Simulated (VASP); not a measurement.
# Pb (R-3m) in VASP: further runs

Runs on Pb. Level: PBE. Tasks: single point.

All numbers are computed with VASP 6.6.1; they aren't measurements. Logs are shortened: lines on timing, memory, paths and dates and some standing lists are left out, and cuts for length are marked.

## 1. The cell of the first run

The structure is trigonal, space group R-3m (No. 166). Conventional cell: a = 4.888 Å, b = 4.888 Å, c = 11.794 Å, α = 90.00°, β = 90.00°, γ = 120.00°. Within 3.9 Å of Pb (site symmetry 3m) lie 4 Pb at 2.95 to 2.99 Å.

## 2. Single point, PBE (equal xy, yz and zx shear strains of -1 %)

File INCAR:

```
SYSTEM = Pb
PREC     = Accurate       ! precision mode
ENCUT    = 520            ! plane-wave cutoff, eV
EDIFF    = 1E-6           ! SCF threshold, eV
ISMEAR   = -1             ! smearing method
SIGMA    = 0.05           ! smearing width, eV
LREAL    = .FALSE.        ! projectors in reciprocal space
LASPH    = .TRUE.         ! aspherical terms in the spheres
NELM     = 60             ! most SCF steps
ALGO     = Normal         ! electronic algorithm
ISIF     = 2              ! what is computed and relaxed
LWAVE    = .FALSE.        ! write WAVECAR
LCHARG   = .FALSE.        ! write CHGCAR
GGA      = PE             ! functional
NBANDS   = 21             ! bands
```

File KPOINTS:

```
regular mesh
0
G
  8 8 8
  0 0 0
```

File POSCAR:

```
Pb
1.0
   -0.0343900006      3.4218050552      3.4218050552
    3.4218050552     -0.0343900006      3.4218050552
    3.4218050552      3.4218050552     -0.0343900006
Pb
2
Direct
    0.0000000000      0.0000000000      0.0000000000
    0.2500000000      0.2500000000      0.2500000000
```

Potentials or basis: VASP PAW PBE potentials, release 64 (Pb_d).

Started as:

```console
$ cat potpaw_PBE.64/Pb_d/POTCAR > POTCAR
$ mpirun -np 1 vasp_std > vasp.out
```

OUTCAR:

```text
SYSTEM = Pb
   PREC = Accurate
   ENCUT = 520
   EDIFF = 1E-6
   ISMEAR = -1
   LREAL = .FALSE.
   LASPH = .TRUE.
   NELM = 60
   ISIF = 2
   GGA = PE

 ion  position               nearest neighbor table
   1  0.000  0.000  0.000-   2 2.95   2 2.99   2 2.99   2 2.99
   2  0.250  0.250  0.250-   1 2.95   1 2.99   1 2.99   1 2.99

  LATTYP: Found a trigonal (rhomboedric) cell.
 ALAT       =     4.8392853133
 COS(alpha) =     0.4899250057

  Lattice vectors:

 A1 = (  -0.0343900006,   3.4218050552,   3.4218050552)
 A2 = (   3.4218050552,  -0.0343900006,   3.4218050552)
 A3 = (   3.4218050552,   3.4218050552,  -0.0343900006)

Analysis of symmetry for initial positions (statically):
=====================================================================
 Subroutine PRICEL returns:
 Original cell was already a primitive cell.

 Routine SETGRP: Setting up the symmetry group for a
 trigonal (rhombohedral) supercell.

 Subroutine GETGRP returns: Found 12 space group operations
 (whereof  6 operations were pure point group operations)
 out of a pool of 12 trial point group operations.

The static configuration has the point symmetry C_3v.
 The point group associated with its full space group is D_3d.

Analysis of symmetry for dynamics (positions and initial velocities):
=====================================================================
 Subroutine PRICEL returns:
 Original cell was already a primitive cell.

 Routine SETGRP: Setting up the symmetry group for a
 trigonal (rhombohedral) supercell.

 Subroutine GETGRP returns: Found 12 space group operations
 (whereof  6 operations were pure point group operations)
 out of a pool of 12 trial point group operations.

The dynamic configuration has the point symmetry C_3v.
 The point group associated with its full space group is D_3d.

 Subroutine INISYM returns: Found 12 space group operations
 (whereof  6 operations are pure point group operations),
 and found     1 'primitive' translations

----------------------------------------------------------------------------------------

                                     Primitive cell

  volume of cell :      81.3381

  direct lattice vectors                    reciprocal lattice vectors
    -0.034390001  3.421805055  3.421805055    -0.143937116  0.145398406  0.145398406
     3.421805055 -0.034390001  3.421805055     0.145398406 -0.143937116  0.145398406
     3.421805055  3.421805055 -0.034390001     0.145398406  0.145398406 -0.143937116

  length of vectors
     4.839285313  4.839285313  4.839285313     0.250996586  0.250996586  0.250996586

  position of ions in fractional coordinates (direct lattice)
     0.000000000  0.000000000  0.000000000
     0.250000000  0.250000000  0.250000000

  ion indices of the primitive-cell ions
   primitive index   ion index
                 1           1
                 2           2

----------------------------------------------------------------------------------------

 KPOINTS: regular mesh

Automatic generation of k-mesh.
 Grid dimensions read from file:
 generate k-points for:    8    8    8

 Generating k-lattice:

  Cartesian coordinates                     Fractional coordinates (reciprocal lattice)
    -0.017992139  0.018174801  0.018174801     0.125000000  0.000000000  0.000000000
     0.018174801 -0.017992139  0.018174801     0.000000000  0.125000000  0.000000000
     0.018174801  0.018174801 -0.017992139     0.000000000  0.000000000  0.125000000

  Length of vectors
     0.031374573  0.031374573  0.031374573

  Shift w.r.t. Gamma in fractional coordinates (k-lattice)
     0.000000000  0.000000000  0.000000000

 Subroutine IBZKPT returns following result:
 ===========================================

 Found     65 irreducible k-points:

 Following reciprocal coordinates:
            Coordinates               Weight
  0.000000  0.000000  0.000000      1.000000
  0.125000  0.000000  0.000000      6.000000
  0.250000  0.000000  0.000000      6.000000
  0.375000 -0.000000 -0.000000      6.000000
  0.500000  0.000000  0.000000      3.000000
  0.125000  0.125000 -0.000000      6.000000
[... 16 lines left out ...]
  0.250000  0.125000  0.125000      6.000000
  0.375000  0.125000  0.125000      6.000000
 [... further k-points ...]
   k-points           NKPTS =     65   k-points in BZ     NKDIM =     65   number of bands    NBANDS=     21
   number of dos      NEDOS =    301   number of ions     NIONS =      2
   total plane-waves  NPLWV =  46656
   dimension x,y,z NGX =    36 NGY =   36 NGZ =   36
   dimension x,y,z NGXF=    72 NGYF=   72 NGZF=   72
   ions per type =               2
   NGX,Y,Z   is equivalent  to a cutoff of  12.37, 12.37, 12.37 a.u.
   NGXF,Y,Z  is equivalent  to a cutoff of  24.73, 24.73, 24.73 a.u.
 SYSTEM =  Pb
   PREC   = accura    normal or accurate (medium, high low for compatibility)
   ISTART =      0    job   : 0-new  1-cont  2-samecut
   ICHARG =      2    charge: 1-file 2-atom 10-const
   ISPIN  =      1    spin polarized calculation?
   LNONCOLLINEAR =      F non collinear calculations
   LSORBIT =      F    spin-orbit coupling
   LASPH  =      T    aspherical Exc in radial PAW
   ENCUT  =  520.0 eV  38.22 Ry    6.18 a.u.   9.00  9.00  9.00*2*pi/ulx,y,z
   NELM   =     60;   NELMIN=  2; NELMDL= -5     # of ELM steps
   EDIFF  = 0.1E-05   stopping-criterion for ELM
   LREAL  =      F    real-space projection
   EDIFFG = 0.1E-04   stopping-criterion for IOM
   NSW    =      0    number of steps for IOM
   IBRION =     -1    ionic relax: 0-MD 1-quasi-New 2-CG
   NFREE  =      0    steps in history (QN), initial steepest desc. (CG)
   ISIF   =      2    stress and relaxation
   ISYM   =      2    0-nonsym 1-usesym 2-fastsym
   POTIM  = 0.5000    time-step for ionic-motion
   TEBEG  =    0.0;   TEEND  =   0.0 temperature during run
   PSTRESS=    0.0 pullay stress
   NELECT =      28.0000    total number of electrons
   NUPDOWN=      -1.0000    fix difference up-down
   EMIN   =  10.00;   EMAX   =-10.00  energy-range for DOS
   EFERMI =   0.00;   METHOD = LEGACY
   ISMEAR =    -1;   SIGMA  =   0.05  broadening in eV -4-tet -1-fermi 0-gaus
   EFERMI_NEDOS =   21; number of points for ismear=-14 and -15
   IALGO  =     38    algorithm
   IMIX   =      4    mixing-type and parameters
     AMIX     =   0.40;   BMIX     =  1.00
     AMIX_MAG =   1.60;   BMIX_MAG =  1.00
  volume/ion in A,a.u.               =      40.67       274.45
  Fermi-wavevector in a.u.,A,eV,Ry     =   1.147351  2.168179 17.910898  1.316414
  Thomas-Fermi vector in A             =   2.284031
   LORBIT       =      0    0 simple, 1 ext, 2 COOP (PROOUT), +10 PAW based schemes
   GGA     = PE    functional components
   LHFCALC =     F    Hartree Fock is set to
   AEXX    =    0.0000 exact exchange contribution
   IVDW    =     0    specifies the selected vdW correction
   LEPSILON=     F    determine dielectric tensor
   LRPA    =     F    only Hartree local field effects (RPA)
 non-spin polarized calculation
  energy-cutoff  :      520.00
  volume of cell :       81.34
 maximum number of plane-waves:      2206
   NGX = 17   NGY = 17   NGZ = 17

 number of electron      28.0000000 magnetization

 Free energy of the ion-electron system (eV)
  ---------------------------------------------------
  ext. energy  EPLUGINS =         0.00000000
  ---------------------------------------------------
  free energy    TOTEN  =        -6.56289006 eV

  energy without entropy =       -6.55878784  energy(sigma->0) =       -6.56083895

 E-fermi :   4.3959     XC(G=0):  -8.4258

 val. band max:        4.1072847843   @ k =   0.1250   0.1250  -0.0000
 cond. band min:       4.4065385653   @ k =   0.2500   0.1250   0.1250
 fundamental gap:      0.2992537810
 Fermi energy:         4.3959013510

 k-point     1 :       0.0000    0.0000    0.0000
  band No.  band energies     occupation
      1     -12.8816      2.00000
      2     -12.8441      2.00000
      3     -12.8441      2.00000
      4     -12.7804      2.00000
      5     -12.7804      2.00000
      6     -12.3595      2.00000
[... 13 lines left out ...]
     20      12.3073      0.00000
     21      12.3101      0.00000

 k-point     2 :       0.1250    0.0000    0.0000
  band No.  band energies     occupation
      1     -12.8928      2.00000
      2     -12.8609      2.00000
      3     -12.8423      2.00000
      4     -12.7605      2.00000
      5     -12.7584      2.00000
      6     -12.3802      2.00000
[... 13 lines left out ...]
     20      11.6383      0.00000
     21      11.7248      0.00000

 k-point     3 :       0.2500    0.0000    0.0000
  band No.  band energies     occupation
      1     -12.9097      2.00000
      2     -12.8816      2.00000
      3     -12.8354      2.00000
      4     -12.7268      2.00000
      5     -12.7262      2.00000
      6     -12.4047      2.00000
[... 13 lines left out ...]
     20      11.4263      0.00000
     21      11.5511      0.00000

 k-point     4 :       0.3750   -0.0000   -0.0000
  band No.  band energies     occupation
      1     -12.9190      2.00000
      2     -12.8923      2.00000
      3     -12.8277      2.00000
      4     -12.7088      2.00000
      5     -12.7022      2.00000
      6     -12.4192      2.00000
[... 13 lines left out ...]
     20      11.9968      0.00000
     21      12.1664      0.00000

 k-point     5 :       0.5000    0.0000    0.0000
  band No.  band energies     occupation
      1     -12.9215      2.00000
      2     -12.8952      2.00000
      3     -12.8244      2.00000
      4     -12.7042      2.00000
      5     -12.6946      2.00000
      6     -12.4250      2.00000
[... 13 lines left out ...]
     20      12.2562      0.00000
     21      12.6719      0.00000
[... 382 lines left out ...]
     20      12.5919      0.00000
     21      14.5941      0.00000

 k-point    22 :       0.1250    0.1250    0.1250
  band No.  band energies     occupation
      1     -12.8774      2.00000
      2     -12.8624      2.00000
      3     -12.8624      2.00000
      4     -12.7545      2.00000
      5     -12.7545      2.00000
      6     -12.3842      2.00000
[... 13 lines left out ...]
     20      11.6206      0.00000
     21      11.6206      0.00000

 k-point    23 :       0.2500    0.1250    0.1250
  band No.  band energies     occupation
      1     -12.8892      2.00000
      2     -12.8850      2.00000
      3     -12.8510      2.00000
      4     -12.7413      2.00000
      5     -12.7173      2.00000
      6     -12.4248      2.00000
[... 13 lines left out ...]
     20      10.9725      0.00000
     21      11.2405      0.00000

 k-point    24 :       0.3750    0.1250    0.1250
  band No.  band energies     occupation
      1     -12.9142      2.00000
      2     -12.9010      2.00000
      3     -12.8258      2.00000
      4     -12.7158      2.00000
      5     -12.6836      2.00000
      6     -12.4522      2.00000
[... 13 lines left out ...]
     20      10.9694      0.00000
     21      12.3117      0.00000

 [... further k-points ...]

------------------------ aborting loop because EDIFF is reached ----------------------------------------

  FORCE on cell =-STRESS in cart. coord.  units (eV):
  Direction    XX          YY          ZZ          XY          YZ          ZX
  --------------------------------------------------------------------------------------
  -------------------------------------------------------------------------------------
  Total        1.1840181      1.1840181      1.1840181      0.1915872      0.1915872      0.1915872
  in kB       23.3224976     23.3224976     23.3224976      3.7738379      3.7738379      3.7738379
  external PRESSURE =      23.3224976 kB  Pullay stress =       0.0000000 kB

 VOLUME and BASIS-vectors are now :
 -----------------------------------------------------------------------------
  energy-cutoff  :      520.00
  volume of cell :       81.34
      direct lattice vectors                 reciprocal lattice vectors
    -0.034390001  3.421805055  3.421805055    -0.143937116  0.145398406  0.145398406
     3.421805055 -0.034390001  3.421805055     0.145398406 -0.143937116  0.145398406
     3.421805055  3.421805055 -0.034390001     0.145398406  0.145398406 -0.143937116

 POSITION                                       TOTAL-FORCE (eV/Angst)
 -----------------------------------------------------------------------------------
      0.00000      0.00000      0.00000        -0.078703     -0.078703     -0.078703
      1.70231      1.70231      1.70231         0.078703      0.078703      0.078703
 -----------------------------------------------------------------------------------
    total drift:                                0.000000      0.000000      0.000000

  FREE ENERGIE OF THE ION-ELECTRON SYSTEM (eV)
  ---------------------------------------------------
  free  energy   TOTEN  =        -6.5628900635 eV

  energy  without entropy=       -6.5587878415  energy(sigma->0) =       -6.56083895
```

It took 47 s on 1 thread of Intel Xeon 6975P-C (Granite Rapids), shared host; peak memory 0.24 GiB.

What came out:

```yaml
Free_energy: -6.5629 eV
Pressure: 2.3 GPa
Largest_force: 0.136 eV/Å
Band_gap_on_the_k_mesh: zero (bands 14 and 15 overlap by 1.20 eV)
```

Forces on the atoms (eV/Å):
```
Pb  -0.079 -0.079 -0.079
Pb   0.079  0.079  0.079
```

Stress tensor (GPa, compression positive):
```
2.33 0.38 0.38
0.38 2.33 0.38
0.38 0.38 2.33
```

Caveat: the cell differs from its parent crystal (equal xy, yz and zx shear strains of -1 %); spin-orbit coupling is left out, which moves the levels of the heavy elements.

## 3. Single point, PBE (equal xy, yz and zx shear strains of +2 %)

File INCAR:

```
  ALGO = Normal
  EDIFF = 1E-6
  ENCUT = 520
  GGA = PE
  ISIF = 2
  ISMEAR = -1
  LASPH = T
  LCHARG = F
  LREAL = F
  LWAVE = F
  NBANDS = 21
  NELM = 80
  PREC = Accurate
  SIGMA = 0.05
```

File KPOINTS:

```
k-points
0
Gamma
  8 8 8
```

File POSCAR:

```
Pb
1.0
    0.0687800011      3.4733900561      3.4733900561
    3.4733900561      0.0687800011      3.4733900561
    3.4733900561      3.4733900561      0.0687800011
Pb
2
Direct
    0.0000000000      0.0000000000      0.0000000000
    0.2500000000      0.2500000000      0.2500000000
```

Potentials or basis: VASP PAW PBE potentials, release 64 (Pb_d).

Started as:

```console
$ cat potpaw_PBE.64/Pb_d/POTCAR > POTCAR
$ mpirun -np 1 vasp_std > vasp.out
```

Wall time 73 s (1 thread of Intel Xeon 6975P-C (Granite Rapids), shared host); peak memory 0.27 GiB.

It converged, with:

- Free energy: -6.5548 eV
- Pressure: 2.4 GPa
- Largest force: 0.242 eV/Å
- Band gap on the k mesh: zero (bands 14 and 15 overlap by 1.18 eV)

Forces in eV/Å, atoms in the order of the input:
```
Pb   0.140  0.140  0.140
Pb  -0.140 -0.140 -0.140
```

Stress tensor (GPa, compression positive):
```
 2.39 -0.70 -0.70
-0.70  2.39 -0.70
-0.70 -0.70  2.39
```

Levels at points of the mesh, in eV from the Fermi level:
```
           k point  band 10  band 11  band 12  band 13  band 14  band 15  band 16  band 17  band 18  band 19
(0.00, 0.00, 0.00)   -16.72   -11.19    -3.98     0.33     0.36     0.36     2.16     2.47     2.47     4.09
(0.50, 0.00, 0.00)   -16.64    -9.79    -7.19    -1.04    -0.84    -0.82     3.35     3.58     5.39     7.26
(0.50, 0.50, 0.00)   -16.62    -8.63    -8.45    -2.08    -1.95     0.75     0.89     7.05     7.12     8.19
(0.50, 0.50, 0.50)   -16.65    -9.99    -7.02    -0.90    -0.69    -0.69     3.55     3.55     5.48     7.00
```

Caveat: the cell differs from its parent crystal (equal xy, yz and zx shear strains of +2 %); spin-orbit coupling is left out, which moves the levels of the heavy elements.

(Continued in part 2 of 2.)
